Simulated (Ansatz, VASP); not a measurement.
**One calculation of SnSe2, two programs**

File INCAR:

```
SYSTEM = SnSe2
PREC = Accurate
ENCUT = 600
EDIFF = 1E-6
ISMEAR = 0
SIGMA = 0.02
LREAL = .FALSE.
LASPH = .TRUE.
NELM = 60
ALGO = Normal
ISIF = 3
LWAVE = .FALSE.
LCHARG = .FALSE.
GGA = PE
IVDW = 12
IBRION = 2
NSW = 100
EDIFFG = -0.005
```

File KPOINTS:

```
regular mesh
0
G
  9 9 6
  0 0 0
```

The input POSCAR:

```
SnSe2
1.0
    3.8399151181      0.0000000000      0.0000000000
   -1.9199575590      3.3254640406      0.0000000000
    0.0000000000      0.0000000000      6.0246196732
Sn Se
1 2
Direct
    0.0000000000      0.0000000000      0.0000000000
    0.3333333333      0.6666666667      0.2646296616
    0.6666666667      0.3333333333      0.7353703384
```

Input for Ansatz:

```yaml
crystal:
  lattice:
    - [3.8399151181, 0.0, 0.0]
    - [-1.919957559, 3.3254640406, 0.0]
    - [0.0, 0.0, 6.0246196732]
  atoms:
    - { symbol: Sn, position: [0.0, 0.0, 0.0] }
    - { symbol: Se, position: [0.3333333333, 0.6666666667, 0.2646296616] }
    - { symbol: Se, position: [0.6666666667, 0.3333333333, 0.7353703384] }
basis:
  ecutwfc: 420
kpoints:
  mp_grid: { grid: [9, 9, 6] }
hamiltonian:
  xc: pbe
  dispersion: d3bj
scf:
  occupations: { method: gaussian, width: 0.02 }
output:
  forces: true
  stress: true
  eigenvalues: true
  write_density: true
  write_potential: true
  elf: true
  volumetric_format: npy
relax:
  adjacent_minimum: "off"
  f_tol: 0.005
  max_steps: 80
  cell: { stress_tol: 0.05 }
```

Alike in both runs: task relaxation of cell and atoms; functional PBE; dispersion D3(BJ); k mesh 9 × 9 × 6; occupations gaussian, width 0.02 eV; no spin polarisation.

|  | VASP | Ansatz |
| --- | --- | --- |
| version | VASP 6.6.1 | Ansatz 0.2.0 |
| potentials or method | VASP PAW PBE potentials, release 64 (Sn_d, Se), cutoff 600 eV | scalar-relativistic, plane waves, PAW |
| valence electrons in the cell | 26 | 46 |

|  | VASP | Ansatz | Ansatz less VASP |
| --- | --- | --- | --- |
| gap on the k mesh at the Fermi level, each at its own relaxed structure (eV) | 0.38 | 0.38 | 0.000 |
| relaxed volume (Å³/atom) | 25.64 | 25.58 | -0.054 |
| relaxed length of the cell vector where the two differ most in proportion (Å) | 6.019 | 6.010 | -0.0089 |

VASP's potentials hold 26 valence electrons a cell and Ansatz's 46, so a difference there can come from the potentials and not from the codes.
